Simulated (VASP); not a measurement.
# BN (F-43m) in VASP: a series of runs

Aim: see how the results for BN move with the level of theory and the settings. Levels: PBE, r2SCAN. Tasks: G0W0 quasiparticle levels.

Program: VASP 6.6.1. These are calculated values, not measurements. Logs are shortened: lines on timing, memory, paths and dates and some standing lists are left out, and cuts for length are marked.

## (1) The cell of the first run

Symmetry: F-43m, No. 216, cubic system. The conventional cell has a = 3.610 Å, b = 3.610 Å, c = 3.610 Å, α = 90.00°, β = 90.00°, γ = 90.00°. Within 2.1 Å of B (site symmetry -43m) lie 4 N at 1.56 Å. N (site symmetry -43m) has 4 B at 1.56 Å within 2.1 Å.

## (2) G0W0 quasiparticle levels, PBE

Contents of POSCAR:

```
BN
1.0
    0.0000000000      1.8048254679      1.8048254679
    1.8048254679      0.0000000000      1.8048254679
    1.8048254679      1.8048254679      0.0000000000
B N
1 1
Direct
    0.0000000000      0.0000000000      0.0000000000
    0.2500000000      0.2500000000      0.2500000000
```

Contents of INCAR.step1:

```
ALGO = Normal
EDIFF = 1E-8
ENCUT = 500
GGA = PE
ISMEAR = 0
LASPH = True
LCHARG = False
LREAL = False
LWAVE = True
NELM = 100
PREC = Accurate
SIGMA = 0.01
```

Contents of INCAR.step2:

```
ALGO = Exact
EDIFF = 1E-8
ENCUT = 500
GGA = PE
ISMEAR = 0
ISTART = 1
LASPH = True
LCHARG = False
LOPTICS = True
LREAL = False
LWAVE = True
NBANDS = 34
NELM = 1
PREC = Accurate
SIGMA = 0.01
```

Contents of INCAR.step3:

```
ALGO = EVGW0
EDIFF = 1E-8
ENCUT = 500
ENCUTGW = 80.0
GGA = PE
ISMEAR = 0
ISTART = 1
LASPH = True
LCHARG = False
LREAL = False
LWAVE = False
NBANDS = 34
NBANDSGW = 12
NELMGW = 1
NOMEGA = 48
PREC = Accurate
PRECFOCK = Fast
SIGMA = 0.01
```

Contents of KPOINTS:

```
k-points
0
Gamma
  6 6 6
```

Potentials or basis: VASP PAW PBE potentials, release 64 (B_GW, N_GW).

Launch:

```
$ cat potpaw_PBE.64/B_GW/POTCAR potpaw_PBE.64/N_GW/POTCAR > POTCAR
$ cp INCAR.step1 INCAR
$ mpirun -np 1 vasp_std > vasp.out
$ cp INCAR.step2 INCAR
$ mpirun -np 1 vasp_std > vasp.out
$ cp INCAR.step3 INCAR
$ mpirun -np 1 vasp_std > vasp.out
```

OUTCAR:

```text
EDIFF = 1E-8
   ENCUT = 500
   ENCUTGW = 80.0
   GGA = PE
   ISMEAR = 0
   ISTART = 1
   LASPH = True
   LREAL = False
   NELMGW = 1
   PREC = Accurate
   PRECFOCK = Fast

 ion  position               nearest neighbor table
   1  0.000  0.000  0.000-   2 1.56   2 1.56   2 1.56   2 1.56
   2  0.250  0.250  0.250-   1 1.56   1 1.56   1 1.56   1 1.56

  LATTYP: Found a face centered cubic cell.
 ALAT       =     3.6096509358

  Lattice vectors:

 A1 = (   0.0000000000,   1.8048254679,   1.8048254679)
 A2 = (   1.8048254679,   0.0000000000,   1.8048254679)
 A3 = (   1.8048254679,   1.8048254679,   0.0000000000)

Analysis of symmetry for initial positions (statically):
=====================================================================
 Subroutine PRICEL returns:
 Original cell was already a primitive cell.

 Routine SETGRP: Setting up the symmetry group for a
 face centered cubic supercell.

 Subroutine GETGRP returns: Found 24 space group operations
 (whereof 24 operations were pure point group operations)
 out of a pool of 48 trial point group operations.

The static configuration has the point symmetry T_d .

Analysis of symmetry for dynamics (positions and initial velocities):
=====================================================================
 Subroutine PRICEL returns:
 Original cell was already a primitive cell.

 Routine SETGRP: Setting up the symmetry group for a
 face centered cubic supercell.

 Subroutine GETGRP returns: Found 24 space group operations
 (whereof 24 operations were pure point group operations)
 out of a pool of 48 trial point group operations.

The dynamic configuration has the point symmetry T_d .

 Subroutine INISYM returns: Found 24 space group operations
 (whereof 24 operations are pure point group operations),
 and found     1 'primitive' translations

----------------------------------------------------------------------------------------

                                     Primitive cell

  volume of cell :      11.7581

  direct lattice vectors                    reciprocal lattice vectors
     0.000000000  1.804825468  1.804825468    -0.277035098  0.277035098  0.277035098
     1.804825468  0.000000000  1.804825468     0.277035098 -0.277035098  0.277035098
     1.804825468  1.804825468  0.000000000     0.277035098  0.277035098 -0.277035098

  length of vectors
     2.552408654  2.552408654  2.552408654     0.479838865  0.479838865  0.479838865

  position of ions in fractional coordinates (direct lattice)
     0.000000000  0.000000000  0.000000000
     0.250000000  0.250000000  0.250000000

  ion indices of the primitive-cell ions
   primitive index   ion index
                 1           1
                 2           2

----------------------------------------------------------------------------------------

 KPOINTS: k-points

Automatic generation of k-mesh.
 Grid dimensions read from file:
 generate k-points for:    6    6    6

 Generating k-lattice:

  Cartesian coordinates                     Fractional coordinates (reciprocal lattice)
    -0.046172516  0.046172516  0.046172516     0.166666667  0.000000000  0.000000000
     0.046172516 -0.046172516  0.046172516     0.000000000  0.166666667  0.000000000
     0.046172516  0.046172516 -0.046172516     0.000000000  0.000000000  0.166666667

  Length of vectors
     0.079973144  0.079973144  0.079973144

  Shift w.r.t. Gamma in fractional coordinates (k-lattice)
     0.000000000  0.000000000  0.000000000

 Subroutine IBZKPT returns following result:
 ===========================================

 Found     16 irreducible k-points:

 Following reciprocal coordinates:
            Coordinates               Weight
  0.000000  0.000000  0.000000      1.000000
  0.166667  0.000000  0.000000      8.000000
  0.333333  0.000000  0.000000      8.000000
  0.500000  0.000000  0.000000      4.000000
  0.166667  0.166667  0.000000      6.000000
  0.333333  0.166667  0.000000     24.000000
[... 8 lines left out ...]
 -0.333333  0.333333  0.166667     24.000000
 -0.333333  0.500000  0.166667     12.000000
   k-points           NKPTS =     16   k-points in BZ     NKDIM =    216   number of bands    NBANDS=     34
   number of dos      NEDOS =    301   number of ions     NIONS =      2
   total plane-waves  NPLWV =   8000
   dimension x,y,z NGX =    20 NGY =   20 NGZ =   20
   dimension x,y,z NGXF=    40 NGYF=   40 NGZF=   40
   ions per type =               1   1
   NGX,Y,Z   is equivalent  to a cutoff of  13.03, 13.03, 13.03 a.u.
   NGXF,Y,Z  is equivalent  to a cutoff of  26.05, 26.05, 26.05 a.u.
 SYSTEM =  unknown system
   PREC   = accura    normal or accurate (medium, high low for compatibility)
   ISTART =      1    job   : 0-new  1-cont  2-samecut
   ICHARG =      0    charge: 1-file 2-atom 10-const
   ISPIN  =      1    spin polarized calculation?
   LNONCOLLINEAR =      F non collinear calculations
   LSORBIT =      F    spin-orbit coupling
   LASPH  =      T    aspherical Exc in radial PAW
   ENCUT  =  500.0 eV  36.75 Ry    6.06 a.u.   4.65  4.65  4.65*2*pi/ulx,y,z
   NELM   =     60;   NELMIN=  2; NELMDL=  0     # of ELM steps
   EDIFF  = 0.1E-07   stopping-criterion for ELM
   LREAL  =      F    real-space projection
   EDIFFG = 0.1E-06   stopping-criterion for IOM
   NSW    =      0    number of steps for IOM
   IBRION =     -1    ionic relax: 0-MD 1-quasi-New 2-CG
   NFREE  =      0    steps in history (QN), initial steepest desc. (CG)
   ISIF   =      0    stress and relaxation
   ISYM   =      3    0-nonsym 1-usesym 2-fastsym
   POTIM  = 0.5000    time-step for ionic-motion
   TEBEG  =    0.0;   TEEND  =   0.0 temperature during run
   PSTRESS=    0.0 pullay stress
   NELECT =       8.0000    total number of electrons
   NUPDOWN=      -1.0000    fix difference up-down
   EMIN   =  10.00;   EMAX   =-10.00  energy-range for DOS
   EFERMI =   0.00;   METHOD = LEGACY
   ISMEAR =     0;   SIGMA  =   0.01  broadening in eV -4-tet -1-fermi 0-gaus
   EFERMI_NEDOS =   21; number of points for ismear=-14 and -15
   IALGO  =     38    algorithm
   IMIX   =      4    mixing-type and parameters
     AMIX     =   0.40;   BMIX     =  1.00
     AMIX_MAG =   1.60;   BMIX_MAG =  1.00
  volume/ion in A,a.u.               =       5.88        39.67
  Fermi-wavevector in a.u.,A,eV,Ry     =   1.439880  2.720979 28.208337  2.073254
  Thomas-Fermi vector in A             =   2.558686
   LORBIT       =      0    0 simple, 1 ext, 2 COOP (PROOUT), +10 PAW based schemes
   GGA     = PE    functional components
   LHFCALC =     T    Hartree Fock is set to
   PRECFOCK=fast      Normal, Fast or Accurate (Low or Medium for compatibility)
   ENCUT4O =  -1.0   cutoff for four orbital integrals eV
   NKREDX  =     1    reduce k-point grid by
   NKREDY  =     1    reduce k-point grid by
   NKREDZ  =     1    reduce k-point grid by
   AEXX    =    1.0000 exact exchange contribution
   HFSCREEN=    0.0000 screening length (either q_TF or 0.3 A-1)
   HFSCREENC=   0.0000 screening length for correlation (either q_TF or 0.3 A-1)
   ENCUTFOCK=  -1.0 apply spherical cutoff to Coloumb kernel
   IVDW    =     0    specifies the selected vdW correction
   LEPSILON=     F    determine dielectric tensor
   LRPA    =     F    only Hartree local field effects (RPA)
   LRPAFORCE           =     F    calculate RPA forces
   ENCUTGW             =  80.0    cutoff for response function in eV
   ENCUTGWSOFT         =  64.0    soft cutoff for Coulomb kernel in GW response function in eV
   ENCUTLF             =  -1.0    cutoff for local field effects
   NELMGW              =     1    number of iterations in solving QP/BSE equation
   NELMHF              =     1    number of iterations in the inner HF iteration
   NKREDLFX            =     1    NKREDLFY  =   1   NKREDLFZ  =   1
 non-spin polarized calculation
 Gauss-broadening in eV      SIGMA  =   0.01
  energy-cutoff  :      500.00
  volume of cell :       11.76
 maximum number of plane-waves:       310
 NGX is ok and might be reduce to    20
  NGX = 12; NGY = 12; NGZ = 12
   NGX =  9   NGY =  9   NGZ =  9
 maximum number of plane-waves:        22
 NGX is ok and might be reduce to    10

 QP shifts <psi_nk| G(iteration)W_0 |psi_nk>: iteration 1
 for sc-GW calculations column KS-energies equals QP-energies in previous step
 and V_xc(KS)=  KS-energies - (<T + V_ion + V_H > + <T+V_H+V_ion>^1  + <V_x>^1)

 k-point   1 :       0.0000    0.0000    0.0000
  band No.  KS-energies  QP-energies   sigma(KS)   V_xc(KS)     V^pw_x(r,r')   Z            occupation Imag(sigma)

      1     -12.7664     -14.4928     -17.7265     -15.4971     -26.5176       0.7744       2.0000       1.4383
      2       7.5171       7.1864     -18.6984     -18.2998     -21.9092       0.8295       2.0000       0.0922
      3       7.5171       7.1864     -18.6984     -18.2998     -21.9092       0.8295       2.0000       0.0922
      4       7.5171       7.1864     -18.6984     -18.2998     -21.9092       0.8295       2.0000       0.0922
      5      16.3585      17.9520     -11.8940     -13.8009      -7.0177       0.8356       0.0000      -0.1107
      6      16.3585      17.9520     -11.8940     -13.8009      -7.0177       0.8356       0.0000      -0.1107
      7      16.3585      17.9520     -11.8940     -13.8009      -7.0177       0.8356       0.0000      -0.1107
      8      17.9365      19.2932     -13.7922     -15.4444      -8.3820       0.8212       0.0000      -0.1358
      9      32.3460      33.0778     -10.5377     -11.4569      -3.3124       0.7962       0.0000      -0.5929
     10      35.3495      36.8596     -11.5386     -13.3424      -5.4646       0.8372       0.0000      -0.5743
     11      35.3495      36.8596     -11.5386     -13.3424      -5.4646       0.8372       0.0000      -0.5743
     12      35.9536      36.8090     -10.0851     -11.1067      -3.0540       0.8372       0.0000      -1.0437

 k-point   2 :       0.1667    0.0000    0.0000
  band No.  KS-energies  QP-energies   sigma(KS)   V_xc(KS)     V^pw_x(r,r')   Z            occupation Imag(sigma)
[... 225 lines left out ...]
      1      -6.9251      -8.2006     -19.1753     -17.4809     -26.9063       0.7528       2.0000       0.6516
      2      -0.7040      -1.9987     -17.1153     -15.4654     -22.1106       0.7847       2.0000       0.2144
      3       1.2943       0.2312     -17.1391     -15.8126     -21.4612       0.8015       2.0000       0.1606
      4       1.3344       0.3128     -16.6044     -15.3355     -20.6535       0.8051       2.0000       0.1527
      5      15.3084      16.5225     -12.4546     -13.9037      -7.8517       0.8378       0.0000      -0.1076
      6      19.5701      20.9481     -11.9031     -13.5608      -6.6699       0.8313       0.0000      -0.1306
      7      22.6632      24.5710     -12.8238     -15.2165      -6.4472       0.7974       0.0000      -0.2197
      8      24.3752      26.4279     -13.0224     -15.6215      -6.4999       0.7898       0.0000      -0.2451
      9      27.1737      29.2063     -13.6458     -16.2398      -6.8276       0.7836       0.0000      -0.3317
     10      33.4907      35.2877     -11.6670     -13.9142      -4.2245       0.7996       0.0000      -0.7500
     11      37.7926      39.1335     -11.2577     -12.8791      -4.1988       0.8270       0.0000      -0.9858
     12      40.9414      42.5205     -11.0433     -12.9550      -3.8572       0.8260       0.0000      -1.1052
```

It took 74 s on 1 thread of Intel Xeon 8259CL, shared host; peak memory 0.18 GiB.

Results:

```
Band gap on the k mesh, mean-field level : 4.47 eV, indirect (least direct gap 8.84 eV)
Quasiparticle gap                        : 5.62 eV
Least direct quasiparticle gap           : 10.77 eV
```

Caveat: the k points lie up to 0.50 Å⁻¹ apart; bands, screening cutoff and mesh are small and nothing is extrapolated, so the quasiparticle values aren't converged.

(Part 1 of 2 ends here.)
